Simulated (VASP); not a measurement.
Here is a VASP 6.6.1 calculation.

File INCAR:

```
SYSTEM = Fe
  ALGO = Normal
  EDIFF = 1E-8
  ENCUT = 520
  ISIF = 2
  ISMEAR = -1
  ISPIN = 2
  LASPH = .True.
  LCHARG = .False.
  LEFG = .True.
  LMAXMIX = 4
  LORBIT = 11
  LREAL = .False.
  LWAVE = .False.
  MAGMOM = 3
  NBANDS = 14
  NELM = 150
  PREC = Accurate
  SIGMA = 0.05
```

Contents of KPOINTS:

```
k-points
0
Gamma
  16 16 16
  0 0 0
```

The input POSCAR:

```
Fe
1.0
    0.0000000000      1.9481907004      1.9716337988
    1.5034179515      0.0000000000      1.9716337988
    1.5034179515      1.9481907004      0.0000000000
Fe
1
Direct
    0.0000000000      0.0000000000      0.0000000000
```

Potentials or basis: VASP PAW LDA potentials, release 64 (Fe).

Launch:

```console
$ cat potpaw_LDA.64/Fe/POTCAR > POTCAR
$ mpirun -np 1 vasp_std > vasp.out
```

Q: Predict the pressure.

A: -20.2 GPa.

Q: Predict the site moments.

A: Fe +2.14 μB.

Electric field gradients, principal values (V/Å²):
```tsv
atom	least	middle	greatest (by size)
1 Fe	-3.915	-3.987	7.902
```

Caveat: the cell stands under tension; without QUAD_EFG the Cq values of the log hold for a quadrupole moment of 1 mb, not for the nuclei.
